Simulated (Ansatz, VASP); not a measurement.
Os: VASP beside Ansatz

Contents of INCAR:

```
SYSTEM = Os
PREC = Accurate
ENCUT = 520
EDIFF = 1E-7
ISMEAR = 0
SIGMA = 0.15
LREAL = .FALSE.
LASPH = .TRUE.
NELM = 80
ALGO = Normal
ISIF = 2
LWAVE = .FALSE.
LCHARG = .TRUE.
GGA = PS
LELF = .TRUE.
LVHAR = .TRUE.
NBANDS = 15
```

File KPOINTS:

```
Automatic mesh
0
G
  18 18 12
  0 0 0
```

File POSCAR:

```
Os
1.0
    2.8024524749      0.0000000000      0.0000000000
   -1.4012262375      2.4269950362      0.0000000000
    0.0000000000      0.0000000000      4.2117075000
Os
2
Direct
    0.3333333333      0.6666666667      0.2500000000
    0.6666666667      0.3333333333      0.7500000000
```

Input for Ansatz:

```yaml
crystal:
  lattice:
    - [2.8024524749, 0.0, 0.0]
    - [-1.4012262375, 2.4269950362, 0.0]
    - [0.0, 0.0, 4.2117075]
  atoms:
    - { symbol: Os, position: [0.3333333333, 0.6666666667, 0.25] }
    - { symbol: Os, position: [0.6666666667, 0.3333333333, 0.75] }
basis:
  ecutwfc: 420
kpoints:
  mp_grid: { grid: [18, 18, 12] }
hamiltonian:
  xc: pbesol
scf:
  occupations: { method: gaussian, width: 0.15 }
output:
  forces: true
  stress: true
  eigenvalues: true
```

Change from the starting cell: strain +0.025 along x and y, -0.025 along z, atoms carried along.

Alike in both runs: task single point; functional PBEsol; k mesh 18 × 18 × 12; occupations gaussian, width 0.15 eV; no spin polarisation.

```csv
,VASP,Ansatz
version,VASP 6.6.1,Ansatz 0.2.0
potentials or method,"VASP PAW PBE potentials, release 64 (Os), cutoff 520 eV","scalar-relativistic, plane waves, PAW"
valence electrons in the cell,16,32
```

Ansatz gave:

```
gap on the k mesh at the Fermi level (eV)                     : none
pressure (GPa)                                                : -10.3
traceless stress, the component that is largest in VASP (GPa) : 16.91
```

Question: What did VASP give for the same quantities?

Answer: gap on the k mesh at the Fermi level (eV): none; pressure (GPa): -10.1; traceless stress, the component that is largest in VASP (GPa): 16.75.

VASP's potentials were made for PBE, not for PBEsol. A gap of «none» marks a metal or a gap that the smearing closes. VASP's potentials hold 16 valence electrons a cell and Ansatz's 32, so a difference there can come from the potentials and not from the codes.

Spin-orbit coupling is off throughout.
